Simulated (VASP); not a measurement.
# InSe (R3m) in VASP: single point with PBEsol

Aim: the single point of InSe with PBEsol.

The COD entry that gives the cell may itself be a prediction, so a difference from it is no test against experiment.

Everything below comes from runs of VASP 6.6.1. Logs are shortened: lines on timing, memory, paths and dates and some standing lists are left out, and cuts for length are marked.

**Measured values to compare with.**

From “The Interaction of Hydrogen with the van der Waals Crystal γ-InSe”, 2020, pmc:7321205, for a bulk crystal of InSe at 300 K: band gap 1.25 eV.

How close the calculation comes is told below.

### Step 1. The cell of the first run

The structure is trigonal, space group R3m (No. 160). The conventional cell has a = 4.000 Å, b = 4.000 Å, c = 24.950 Å, α = 90.00°, β = 90.00°, γ = 120.00°. Within 3.5 Å of In (site symmetry 3m) lie 3 Se at 2.64 Å and 1 In at 2.80 Å. In (site symmetry 3m) has 3 Se at 2.64 Å and 1 In at 2.80 Å within 3.5 Å. Within 3.5 Å of Se (site symmetry 3m) lie 3 In at 2.64 Å. Within 3.5 Å of Se (site symmetry 3m) lie 3 In at 2.64 Å.

### Step 2. Single point, PBEsol

File INCAR:

```
SYSTEM = InSe
PREC     = Accurate       ! precision mode
ENCUT    = 500            ! plane-wave cutoff, eV
EDIFF    = 1E-6           ! SCF threshold, eV
ISMEAR   = 0              ! smearing method
SIGMA    = 0.1            ! smearing width, eV
LREAL    = .FALSE.        ! projectors in reciprocal space
LASPH    = .TRUE.         ! aspherical terms in the spheres
NELM     = 120            ! most SCF steps
ALGO     = Normal         ! electronic algorithm
ISIF     = 2              ! what is computed and relaxed
LWAVE    = .FALSE.        ! write WAVECAR
LCHARG   = .TRUE.         ! write CHGCAR
GGA      = PS             ! functional
LELF     = .TRUE.         ! ELF
LVHAR    = .TRUE.       
NBANDS   = 27             ! bands
GGA_COMPAT= .FALSE.
```

File KPOINTS:

```
regular mesh
0
G
  6 6 6
  0 0 0
```

File POSCAR:

```
InSe
1.0
    1.9999996503      1.1547003365      8.3166700000
   -1.9999996503      1.1547003365      8.3166700000
    0.0000000000     -2.3094006730      8.3166700000
In Se
2 2
Direct
    0.0000000000      0.0000000000      0.0000000000
    0.1122000000      0.1122000000      0.1122000000
    0.6155000000      0.6155000000      0.6155000000
    0.8300000000      0.8300000000      0.8300000000
```

Potentials or basis: VASP PAW PBE potentials, release 64 (In_d, Se).

Command:

```console
$ cat potpaw_PBE.64/In_d/POTCAR potpaw_PBE.64/Se/POTCAR > POTCAR
$ mpirun -np 1 vasp_std > vasp.out
```

OUTCAR:

```text
SYSTEM = InSe
   PREC = Accurate
   ENCUT = 500
   EDIFF = 1E-6
   ISMEAR = 0
   LREAL = .FALSE.
   LASPH = .TRUE.
   NELM = 120
   ISIF = 2
   GGA = PS

 ion  position               nearest neighbor table
   1  0.000  0.000  0.000-   3 2.64   3 2.64   3 2.64   2 2.80
   2  0.112  0.112  0.112-   4 2.64   4 2.64   4 2.64   1 2.80
   3  0.615  0.615  0.615-   1 2.64   1 2.64   1 2.64
   4  0.830  0.830  0.830-   2 2.64   2 2.64   2 2.64

  LATTYP: Found a trigonal (rhomboedric) cell.
 ALAT       =     8.6313574458
 COS(alpha) =     0.8926179648

  Lattice vectors:

 A1 = (   1.9999996503,   1.1547003365,   8.3166700000)
 A2 = (  -1.9999996503,   1.1547003365,   8.3166700000)
 A3 = (   0.0000000000,  -2.3094006730,   8.3166700000)

Analysis of symmetry for initial positions (statically):
=====================================================================
 Subroutine PRICEL returns:
 Original cell was already a primitive cell.

 Routine SETGRP: Setting up the symmetry group for a
 trigonal (rhombohedral) supercell.

 Subroutine GETGRP returns: Found  6 space group operations
 (whereof  6 operations were pure point group operations)
 out of a pool of 12 trial point group operations.

The static configuration has the point symmetry C_3v.

Analysis of symmetry for dynamics (positions and initial velocities):
=====================================================================
 Subroutine PRICEL returns:
 Original cell was already a primitive cell.

 Routine SETGRP: Setting up the symmetry group for a
 trigonal (rhombohedral) supercell.

 Subroutine GETGRP returns: Found  6 space group operations
 (whereof  6 operations were pure point group operations)
 out of a pool of 12 trial point group operations.

The dynamic configuration has the point symmetry C_3v.

 Subroutine INISYM returns: Found  6 space group operations
 (whereof  6 operations are pure point group operations),
 and found     1 'primitive' translations

----------------------------------------------------------------------------------------

                                     Primitive cell

  volume of cell :     115.2391

  direct lattice vectors                    reciprocal lattice vectors
     1.999999650  1.154700336  8.316670000     0.250000044  0.144337593  0.040080144
    -1.999999650  1.154700336  8.316670000    -0.250000044  0.144337593  0.040080144
     0.000000000 -2.309400673  8.316670000     0.000000000 -0.288675185  0.040080144

  length of vectors
     8.631357446  8.631357446  8.631357446     0.291444301  0.291444301  0.291444301

  position of ions in fractional coordinates (direct lattice)
     0.000000000  0.000000000  0.000000000
     0.112200000  0.112200000  0.112200000
     0.615500000  0.615500000  0.615500000
     0.830000000  0.830000000  0.830000000

  ion indices of the primitive-cell ions
   primitive index   ion index
                 1           1
                 2           2
                 3           3
                 4           4

----------------------------------------------------------------------------------------

 KPOINTS: regular mesh

Automatic generation of k-mesh.
 Grid dimensions read from file:
 generate k-points for:    6    6    6

 Generating k-lattice:

  Cartesian coordinates                     Fractional coordinates (reciprocal lattice)
     0.041666674  0.024056265  0.006680024     0.166666667  0.000000000  0.000000000
    -0.041666674  0.024056265  0.006680024     0.000000000  0.166666667  0.000000000
     0.000000000 -0.048112531  0.006680024     0.000000000  0.000000000  0.166666667

  Length of vectors
     0.048574050  0.048574050  0.048574050

  Shift w.r.t. Gamma in fractional coordinates (k-lattice)
     0.000000000  0.000000000  0.000000000

 Subroutine IBZKPT returns following result:
 ===========================================

 Found     32 irreducible k-points:

 Following reciprocal coordinates:
            Coordinates               Weight
  0.000000  0.000000  0.000000      1.000000
  0.166667  0.000000  0.000000      6.000000
  0.333333 -0.000000  0.000000      6.000000
  0.500000  0.000000  0.000000      3.000000
  0.166667  0.166667  0.000000      6.000000
  0.333333  0.166667  0.000000     12.000000
[... 16 lines left out ...]
  0.500000  0.500000  0.166667      6.000000
 -0.333333  0.500000  0.166667     12.000000
 [... further k-points ...]
   k-points           NKPTS =     32   k-points in BZ     NKDIM =     32   number of bands    NBANDS=     27
   number of dos      NEDOS =    301   number of ions     NIONS =      4
   total plane-waves  NPLWV = 262144
   dimension x,y,z NGX =    64 NGY =   64 NGZ =   64
   dimension x,y,z NGXF=   128 NGYF=  128 NGZF=  128
   ions per type =               2   2
   NGX,Y,Z   is equivalent  to a cutoff of  12.33, 12.33, 12.33 a.u.
   NGXF,Y,Z  is equivalent  to a cutoff of  24.65, 24.65, 24.65 a.u.
 SYSTEM =  InSe
   PREC   = accura    normal or accurate (medium, high low for compatibility)
   ISTART =      0    job   : 0-new  1-cont  2-samecut
   ICHARG =      2    charge: 1-file 2-atom 10-const
   ISPIN  =      1    spin polarized calculation?
   LNONCOLLINEAR =      F non collinear calculations
   LSORBIT =      F    spin-orbit coupling
   LASPH  =      T    aspherical Exc in radial PAW
   ENCUT  =  500.0 eV  36.75 Ry    6.06 a.u.  15.74 15.74 15.74*2*pi/ulx,y,z
   NELM   =    120;   NELMIN=  2; NELMDL= -5     # of ELM steps
   EDIFF  = 0.1E-05   stopping-criterion for ELM
   LREAL  =      F    real-space projection
   EDIFFG = 0.1E-04   stopping-criterion for IOM
   NSW    =      0    number of steps for IOM
   IBRION =     -1    ionic relax: 0-MD 1-quasi-New 2-CG
   NFREE  =      0    steps in history (QN), initial steepest desc. (CG)
   ISIF   =      2    stress and relaxation
   ISYM   =      2    0-nonsym 1-usesym 2-fastsym
   POTIM  = 0.5000    time-step for ionic-motion
   TEBEG  =    0.0;   TEEND  =   0.0 temperature during run
   PSTRESS=    0.0 pullay stress
   NELECT =      38.0000    total number of electrons
   NUPDOWN=      -1.0000    fix difference up-down
   EMIN   =  10.00;   EMAX   =-10.00  energy-range for DOS
   EFERMI =   0.00;   METHOD = LEGACY
   ISMEAR =     0;   SIGMA  =   0.10  broadening in eV -4-tet -1-fermi 0-gaus
   EFERMI_NEDOS =   21; number of points for ismear=-14 and -15
   IALGO  =     38    algorithm
   IMIX   =      4    mixing-type and parameters
     AMIX     =   0.40;   BMIX     =  1.00
     AMIX_MAG =   1.60;   BMIX_MAG =  1.00
  volume/ion in A,a.u.               =      28.81       194.42
  Fermi-wavevector in a.u.,A,eV,Ry     =   1.131018  2.137313 17.404585  1.279201
  Thomas-Fermi vector in A             =   2.267716
   LORBIT       =      0    0 simple, 1 ext, 2 COOP (PROOUT), +10 PAW based schemes
   GGA     = PS    functional components
   LHFCALC =     F    Hartree Fock is set to
   AEXX    =    0.0000 exact exchange contribution
   IVDW    =     0    specifies the selected vdW correction
   LEPSILON=     F    determine dielectric tensor
   LRPA    =     F    only Hartree local field effects (RPA)
 non-spin polarized calculation
 Gauss-broadening in eV      SIGMA  =   0.10
  energy-cutoff  :      500.00
  volume of cell :      115.24
 maximum number of plane-waves:      2949
   NGX = 31   NGY = 31   NGZ = 31

 number of electron      37.9999996 magnetization

 Free energy of the ion-electron system (eV)
  ---------------------------------------------------
  ext. energy  EPLUGINS =         0.00000000
  ---------------------------------------------------
  free energy    TOTEN  =       -15.58754479 eV

  energy without entropy =      -15.58747389  energy(sigma->0) =      -15.58750934

 E-fermi :   4.2969     XC(G=0):  -9.1806

 val. band max:        4.1555777890   @ k =   0.5000   0.5000   0.5000
 cond. band min:       4.4382221077   @ k =   0.5000   0.5000   0.5000
 fundamental gap:      0.2826443187
 Fermi energy:         4.2969000103

 k-point     1 :       0.0000    0.0000    0.0000
  band No.  band energies     occupation
      1     -10.6270      2.00000
      2     -10.4416      2.00000
      3     -10.4416      2.00000
      4     -10.3611      2.00000
      5     -10.3611      2.00000
      6     -10.3443      2.00000
[... 19 lines left out ...]
     26       9.5340      0.00000
     27      11.6040      0.00000

 k-point     2 :       0.1667    0.0000    0.0000
  band No.  band energies     occupation
      1     -10.6407      2.00000
      2     -10.5330      2.00000
      3     -10.4726      2.00000
      4     -10.4371      2.00000
      5     -10.3517      2.00000
      6     -10.3416      2.00000
[... 19 lines left out ...]
     26      10.1026      0.00000
     27      10.8882      0.00000

 k-point     3 :       0.3333   -0.0000    0.0000
  band No.  band energies     occupation
      1     -10.7401      2.00000
      2     -10.6236      2.00000
      3     -10.5635      2.00000
      4     -10.4353      2.00000
      5     -10.3666      2.00000
      6     -10.3029      2.00000
[... 19 lines left out ...]
     26      10.6955      0.00000
     27      11.2655      0.00000

 k-point     4 :       0.5000    0.0000    0.0000
  band No.  band energies     occupation
      1     -10.7916      2.00000
      2     -10.6826      2.00000
      3     -10.5594      2.00000
      4     -10.4366      2.00000
      5     -10.3738      2.00000
      6     -10.2843      2.00000
[... 19 lines left out ...]
     26      10.4592      0.00000
     27      10.9516      0.00000

 k-point     5 :       0.1667    0.1667    0.0000
  band No.  band energies     occupation
      1     -10.6402      2.00000
      2     -10.5321      2.00000
      3     -10.4741      2.00000
      4     -10.4373      2.00000
      5     -10.3517      2.00000
      6     -10.3415      2.00000
[... 19 lines left out ...]
     26      10.0472      0.00000
     27      10.9650      0.00000

 k-point     6 :       0.3333    0.1667    0.0000
  band No.  band energies     occupation
      1     -10.7052      2.00000
      2     -10.5914      2.00000
      3     -10.5629      2.00000
      4     -10.4401      2.00000
      5     -10.3567      2.00000
      6     -10.3179      2.00000
[... 444 lines left out ...]
      1     -10.7723      2.00000
      2     -10.6827      2.00000
      3     -10.5588      2.00000
      4     -10.4486      2.00000
      5     -10.3598      2.00000
      6     -10.2964      2.00000
[... 19 lines left out ...]
     26      10.8557      0.00000
     27      11.6503      0.00000

 k-point    22 :      -0.1667    0.3333    0.1667
  band No.  band energies     occupation
      1     -10.7768      2.00000
      2     -10.6774      2.00000
      3     -10.5594      2.00000
      4     -10.4485      2.00000
      5     -10.3598      2.00000
      6     -10.2964      2.00000
[... 19 lines left out ...]
     26      11.1777      0.00000
     27      11.7729      0.00000

 k-point    23 :       0.5000    0.5000    0.1667
  band No.  band energies     occupation
      1     -10.7275      2.00000
      2     -10.6394      2.00000
      3     -10.5607      2.00000
      4     -10.4359      2.00000
      5     -10.3665      2.00000
      6     -10.3027      2.00000
[... 19 lines left out ...]
     26      11.0624      0.00000
     27      11.3939      0.00000

 k-point    24 :      -0.3333    0.5000    0.1667
  band No.  band energies     occupation
      1     -10.7695      2.00000
      2     -10.6859      2.00000
      3     -10.5584      2.00000
      4     -10.4488      2.00000
      5     -10.3598      2.00000
      6     -10.2963      2.00000
[... 19 lines left out ...]
     26      11.2134      0.00000
     27      11.6540      0.00000

 [... further k-points ...]
[... 5 lines left out ...]
  --------------------------------------------------------------------------------------
  -------------------------------------------------------------------------------------
  Total        0.3817481      0.3817481     -0.0614168     -0.0000000      0.0000000      0.0000000
  in kB        5.3074701      5.3074701     -0.8538824     -0.0000000      0.0000000      0.0000000
  external PRESSURE =       3.2536859 kB  Pullay stress =       0.0000000 kB

 VOLUME and BASIS-vectors are now :
 -----------------------------------------------------------------------------
  energy-cutoff  :      500.00
  volume of cell :      115.24
      direct lattice vectors                 reciprocal lattice vectors
     1.999999650  1.154700336  8.316670000     0.250000044  0.144337593  0.040080144
    -1.999999650  1.154700336  8.316670000    -0.250000044  0.144337593  0.040080144
     0.000000000 -2.309400673  8.316670000     0.000000000 -0.288675185  0.040080144

 POSITION                                       TOTAL-FORCE (eV/Angst)
 -----------------------------------------------------------------------------------
      0.00000      0.00000      0.00000         0.000000      0.000000      0.172107
      0.00000      0.00000      2.79939         0.000000      0.000000     -0.171428
      0.00000      0.00000     15.35673         0.000000      0.000000     -0.027254
      0.00000      0.00000     20.70851         0.000000      0.000000      0.026576
 -----------------------------------------------------------------------------------
    total drift:                               -0.000000     -0.000000     -0.000223

  FREE ENERGIE OF THE ION-ELECTRON SYSTEM (eV)
  ---------------------------------------------------
  free  energy   TOTEN  =       -15.5875447884 eV

  energy  without entropy=      -15.5874738906  energy(sigma->0) =      -15.58750934
```

Wall time 8.9 min (1 thread of AMD EPYC 7R43 (Zen 3), shared host); peak memory 0.52 GiB.

What came out:

```
Free energy            : -15.5875 eV
Pressure               : 0.3 GPa
Largest force          : 0.172 eV/Å
Band gap on the k mesh : 0.28 eV, direct
```

Forces in eV/Å, atoms in the order of the input:
```
In   0.000  0.000  0.172
In   0.000  0.000 -0.171
Se   0.000  0.000 -0.027
Se   0.000  0.000  0.027
```

Levels at points of the mesh, in eV from the valence-band top:
```tsv
k point	band 15	band 16	band 17	band 18	band 19	band 20	band 21	band 22	band 23	band 24
(0.00, 0.00, 0.00)	-1.65	-1.37	-1.37	-1.24	-1.24	1.68	1.97	4.29	4.29	5.02
(0.50, 0.00, 0.00)	-3.58	-2.49	-2.42	-2.26	-1.72	1.04	1.90	3.55	3.89	4.72
(0.50, 0.50, 0.00)	-3.32	-2.75	-2.59	-2.07	-1.56	1.02	1.90	3.18	3.44	4.25
(0.50, 0.50, 0.50)	-1.44	-1.44	-1.16	-1.16	0.00	0.28	2.04	4.20	4.20	5.53
```

Caveat: the PAW data sets were made with another functional, which shifts forces and pressure a little; spin-orbit coupling is left out, which moves the levels of the heavy elements.

### Step 3. Against experiment

Step 2. Measured gap of InSe: 1.25 eV (300 K; “The Interaction of Hydrogen with the van der Waals Crystal γ-InSe”, 2020, pmc:7321205). This calculation gives 0.28 eV (-0.97 eV). Spin-orbit coupling on In, Se is left out. The value is that of PBEsol on a finite k mesh, which can miss the band edges, without temperature or zero-point motion. Semilocal functionals fall short of measured gaps as a rule.
